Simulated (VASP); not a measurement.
# Zn6InO8 (a cell with a defect) in VASP: further runs, part 2 of 2

VASP 6.6.1. Earlier steps stand in the parts before.

### 4 Relaxation of the atoms, PBE+D3(BJ)

INCAR reads:

```
SYSTEM = Zn6InO8
PREC = Accurate
ENCUT = 520
EDIFF = 1E-6
ISMEAR = 0
SIGMA = 0.02
LREAL = Auto
LASPH = .True.
NELM = 80
ALGO = Normal
ISIF = 2
LWAVE = .False.
LCHARG = .False.
GGA = PE
IVDW = 12
IBRION = 2
NSW = 80
EDIFFG = -0.03
NELECT = 134.0
```

KPOINTS reads:

```
regular mesh
0
Gamma
  2 2 2
  0 0 0
```

POSCAR reads:

```
Zn6InO8
1.0
   -3.3510000000     -5.8041020000      0.0000000000
    5.0265000000     -2.9020510000      0.0000000000
    0.0000000000      0.0000000000      5.2260000000
Zn O In
6 8 1
Direct
    0.5000000200      0.3333333500      0.0000000000
    0.5000000300      0.6666666900      0.5000000000
    0.2500000200      0.8333333500      0.0000000000
    0.0000000100      0.6666666700      0.5000000000
    0.7500000400      0.8333333600      0.0000000000
    0.7500000300      0.1666666900      0.5000000000
    0.5000000200      0.3333333500      0.3750000000
    0.5000000300      0.6666666900      0.8750000000
    0.2500000200      0.8333333500      0.3750000000
    0.2500000100      0.1666666700      0.8750000000
    0.0000000100      0.3333333400      0.3750000000
    0.0000000100      0.6666666700      0.8750000000
    0.7500000400      0.8333333600      0.3750000000
    0.7500000300      0.1666666900      0.8750000000
    0.2500000100      0.1666666700      0.5000000000
```

Potentials or basis: VASP PAW PBE potentials, release 64 (Zn, O, In_d).

The run is started by

```sh
> cat potpaw_PBE.64/Zn/POTCAR potpaw_PBE.64/O/POTCAR potpaw_PBE.64/In_d/POTCAR > POTCAR
> mpirun -np 1 vasp_std > vasp.out
```

OUTCAR:

```text
SYSTEM = Zn6InO8
   PREC = Accurate
   ENCUT = 520
   EDIFF = 1E-6
   ISMEAR = 0
   LREAL = Auto
   LASPH = .True.
   NELM = 80
   ISIF = 2
   GGA = PE
   IVDW = 12
   IBRION = 2
   NSW = 80
   EDIFFG = -0.03
   NELECT = 134.0
 IVDW          = 12

 ion  position               nearest neighbor table
   1  0.500  0.333  0.000-   7 1.96  10 2.04  14 2.04   8 2.04  15 3.25  15 3.25
   2  0.500  0.667  0.500-   8 1.96  13 2.04   9 2.04   7 2.04  15 3.35  15 3.35
   3  0.250  0.833  0.000-   9 1.96  10 2.04  12 2.04   8 2.04  15 3.25  15 3.25
   4  0.000  0.667  0.500-  12 1.96  13 2.04  11 2.04   9 2.04  15 3.35  15 3.35
   5  0.750  0.833  0.000-  13 1.96  12 2.04  14 2.04   8 2.04
   6  0.750  0.167  0.500-  14 1.96  11 2.04  13 2.04   7 2.04  15 3.35  15 3.35
   7  0.500  0.333  0.375-   1 1.96  15 2.04   6 2.04   2 2.04
   8  0.500  0.667  0.875-   2 1.96   5 2.04   3 2.04   1 2.04
[... 366 lines left out ...]
 number of electron     133.9999989 magnetization

------------------------ aborting loop because EDIFF is reached ----------------------------------------
[... 101 lines left out ...]
--------------------------------------- Ionic step       20  -------------------------------------------

 number of electron     133.9999999 magnetization

 Free energy of the ion-electron system (eV)
  ---------------------------------------------------
  ext. energy  EPLUGINS =         0.00000000
  ---------------------------------------------------
  free energy    TOTEN  =       -66.69349589 eV

  energy without entropy =      -66.69349589  energy(sigma->0) =      -66.69349589

 E-fermi :   1.5220     XC(G=0): -10.2577

 val. band max:        1.3885152944   @ k =   0.0000   0.0000   0.0000
 cond. band min:       1.7867157621   @ k =   0.0000   0.0000   0.0000
 fundamental gap:      0.3982004677
 Fermi energy:         1.5219606098

 k-point     1 :       0.0000    0.0000    0.0000
  band No.  band energies     occupation
      1     -16.8722      2.00000
      2     -16.5967      2.00000
      3     -16.2958      2.00000
      4     -16.1432      2.00000
      5     -16.0640      2.00000
      6     -15.8108      2.00000
[... 645 lines left out ...]
     78       9.3529      0.00000
     79       9.6695      0.00000
 [bands above 79 left out]

------------------------ aborting loop because EDIFF is reached ----------------------------------------

 Edisp (eV)   -2.87087

 E8    (eV) :    -1.1008
[... 38 lines left out ...]
  FREE ENERGIE OF THE ION-ELECTRON SYSTEM (eV)
  ---------------------------------------------------
  free  energy   TOTEN  =       -69.5643676847 eV

  energy  without entropy=      -69.5643676847  energy(sigma->0) =      -69.56436768

 reached required accuracy - stopping structural energy minimisation
```

OSZICAR:

```text
N       E                     dE             d eps       ncg     rms          rms(c)
DAV:   1     0.173882555613E+04    0.17388E+04   -0.61963E+04  1280   0.233E+03
DAV:   2     0.294849581986E+03   -0.14440E+04   -0.13738E+04  1288   0.629E+02
[... 186 lines left out ...]
DAV:   1    -0.666921071016E+02    0.92452E-03   -0.78843E-01  1280   0.368E+00    0.152E-01
DAV:   2    -0.666935412019E+02   -0.14341E-02   -0.15226E-02  1504   0.609E-01    0.821E-02
DAV:   3    -0.666935184214E+02    0.22780E-04   -0.30859E-04  1576   0.179E-01    0.563E-02
DAV:   4    -0.666934967296E+02    0.21692E-04   -0.79392E-05  1648   0.162E-01    0.311E-02
DAV:   5    -0.666934956230E+02    0.11066E-05   -0.56048E-05  1624   0.652E-02    0.110E-02
DAV:   6    -0.666934959023E+02   -0.27922E-06   -0.11394E-05  1600   0.317E-02    0.564E-03
DAV:   7    -0.666934958881E+02    0.14175E-07   -0.17564E-06   888   0.135E-02
  20 F= -.69564368E+02 E0= -.69564368E+02  d E =-.489572E-03
```

CONTCAR:

```text
Zn6InO8
   1.00000000000000
    -3.3510000000000000   -5.8041020000000003    0.0000000000000000
     5.0265000000000004   -2.9020510000000002    0.0000000000000000
     0.0000000000000000    0.0000000000000000    5.2260000000000000
  Zn              O               In
     6     8     1
Direct
[... 20 lines left out ...]
  0.00000000E+00  0.00000000E+00  0.00000000E+00
  0.00000000E+00  0.00000000E+00  0.00000000E+00
  0.00000000E+00  0.00000000E+00  0.00000000E+00
  0.00000000E+00  0.00000000E+00  0.00000000E+00
  0.00000000E+00  0.00000000E+00  0.00000000E+00
  0.00000000E+00  0.00000000E+00  0.00000000E+00
  0.00000000E+00  0.00000000E+00  0.00000000E+00
  0.00000000E+00  0.00000000E+00  0.00000000E+00
  0.00000000E+00  0.00000000E+00  0.00000000E+00
  0.00000000E+00  0.00000000E+00  0.00000000E+00
  0.00000000E+00  0.00000000E+00  0.00000000E+00
```

Run time: 71 min. Hardware: 1 thread of Oxide Virtual Turin-like, shared host; peak memory 0.33 GiB.

Results:

| Property | Result |
| --- | --- |
| Free energy | -69.5644 eV |
| Energy gained by relaxing | 58.5 meV/atom |
| Ionic steps | 20 |
| Largest force after relaxing | 0.026 eV/Å |
| Dispersion energy per atom | -0.191 eV |

Forces in eV/Å, atoms in the order of the input:
```
Zn   0.020 -0.013  0.010
Zn  -0.008  0.010 -0.002
Zn  -0.013 -0.011  0.007
Zn   0.000  0.003 -0.007
Zn   0.002 -0.009 -0.008
Zn   0.009  0.013  0.009
O   -0.001  0.015  0.000
O   -0.003  0.001  0.000
O    0.004  0.000 -0.001
O    0.002  0.001  0.005
O    0.012  0.006 -0.017
O   -0.009 -0.001  0.005
O    0.004 -0.001  0.001
O   -0.019 -0.008  0.001
In   0.000 -0.005 -0.003
```

Step by step:
```csv
step,energy change (eV),largest force (eV/Å),pressure (GPa)
1,0.0000,2.4599,3.56
2,-0.6795,1.0925,3.09
3,-0.6869,1.2750,3.14
4,-0.7901,0.5440,3.46
5,-0.7905,0.4602,3.44
6,-0.8309,0.2426,3.79
7,-0.8419,0.3092,4.13
8,-0.8585,0.1491,4.28
9,-0.8609,0.2862,4.36
10,-0.8690,0.1416,4.51
11,-0.8690,0.1537,4.50
12,-0.8724,0.0590,4.63
13,-0.8726,0.0746,4.69
14,-0.8743,0.0606,4.70
15,-0.8744,0.0935,4.72
16,-0.8754,0.0878,4.73
17,-0.8755,0.0990,4.71
18,-0.8764,0.0384,4.70
19,-0.8764,0.0457,4.69
20,-0.8769,0.0264,4.66
```

Final structure:
```
CELL_PARAMETERS angstrom
-3.35100 -5.80410 0.00000
5.02650 -2.90205 0.00000
0.00000 0.00000 5.22600
ATOMIC_POSITIONS crystal
Zn 0.51406 0.33109 0.99078
Zn 0.50706 0.67253 0.50056
Zn 0.24982 0.82179 0.98818
Zn 0.98883 0.66030 0.49897
Zn 0.75696 0.83779 0.98701
Zn 0.75194 0.16714 0.50067
O 0.50008 0.34256 0.37939
O 0.50273 0.65943 0.88099
O 0.25167 0.82367 0.37856
O 0.27519 0.15065 0.89650
O 0.98613 0.34025 0.38798
O 0.00198 0.70160 0.86430
O 0.74618 0.83543 0.37286
O 0.73088 0.15053 0.86670
In 0.23649 0.17189 0.50655
```

Caveat: the k points lie up to 0.60 Å⁻¹ apart; the cell carries a net charge on a neutralising background, which shifts energy and pressure; the cell is charged against a uniform background, so pressure and absolute levels hang on convention; spin-orbit coupling is left out, which moves the levels of the heavy elements.
